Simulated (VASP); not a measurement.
HF: single point with PBE+D3(BJ)

The system is HF.

```xyz
20
Lattice="6.4792 0.0000 0.0000 0.0000 6.4792 0.0000 0.0000 0.0000 6.4792" Properties=species:S:1:pos:R:3 pbc="T T T"
F     1.6738    3.8550    5.3007
F     3.8945    3.0828    4.7279
F     5.3801    4.6464   -0.6230
F     3.0997    1.1889    2.6146
F     2.6705    1.4727    6.6619
F     3.2054    5.3512    6.6366
F     0.3915    1.2107    5.5520
F     4.4936    5.8792    3.5046
F     6.0927    0.1503    1.1007
F     7.1305    6.1891    3.9010
H     2.5577    3.6082    4.8372
H     4.5484    3.6173    5.1467
H     4.6717    5.0473   -0.1027
H     2.8315    1.2377    1.6536
H     1.8071    1.2070    6.3112
H     2.5153    4.7479    6.1544
H     0.6628    0.7332    4.6746
H     3.8267    6.5391    3.1885
H     6.2609    0.4673    0.1800
H     6.1598    6.1074    3.8072
```

```
Program                : VASP 6.6.1
Task                   : single point
Functional             : PBE
Dispersion             : D3(BJ)
Potentials or basis    : VASP PAW PBE potentials, release 64 (F, H)
Cutoff                 : 520 eV
k mesh                 : 1 × 1 × 1
Occupations            : fermi-dirac, width 0.02 eV
Spin                   : no spin polarisation
Dipole correction      : no
Further INCAR settings : LREAL = Auto; ALGO = Normal; EDIFF = 1e-07; NBANDS = 56
```

```
Pressure                   : 0.2 GPa
Largest force              : 2.071 eV/Å
Band gap on the k mesh     : 6.60 eV
Dispersion energy per atom : -0.024 eV
```

Forces in eV/Å, atoms in the order of the input:
```
F    1.361  0.299 -0.432
F   -1.229 -1.191 -1.166
F    0.636 -0.435 -0.201
F   -0.477  0.100 -0.471
F   -0.167 -0.042  0.342
F   -1.251 -0.880 -0.436
F    0.593  0.792 -0.189
F    0.106  0.067  0.217
F   -0.012  0.220 -0.703
F   -0.332 -0.202 -0.725
H   -0.902 -0.232  0.600
H    1.357  1.174  0.729
H   -0.473  0.210  0.149
H    0.388 -0.084  0.432
H    0.010  0.383  0.030
H    0.666  0.757  0.700
H   -0.379 -0.223  0.565
H    0.589 -0.017 -0.235
H   -0.223 -0.328  1.279
H   -0.258 -0.367 -0.483
```

Stress tensor (GPa, compression positive):
```
-1.09 -0.03 -0.39
-0.03  1.41  0.89
-0.39  0.89  0.38
```

Levels at points of the mesh, in eV from the valence-band top:
```csv
k point,band 37,band 38,band 39,band 40,band 41,band 42,band 43,band 44
"(0.00, 0.00, 0.00)",-0.90,-0.70,-0.08,0.00,6.60,9.84,10.15,10.36
```

It took 17 s on 1 thread of AMD EPYC 9R45 96-Core Processor (Zen 5) (shared host), peak memory 0.26 GiB.

Caveat: the k points lie up to 0.97 Å⁻¹ apart.
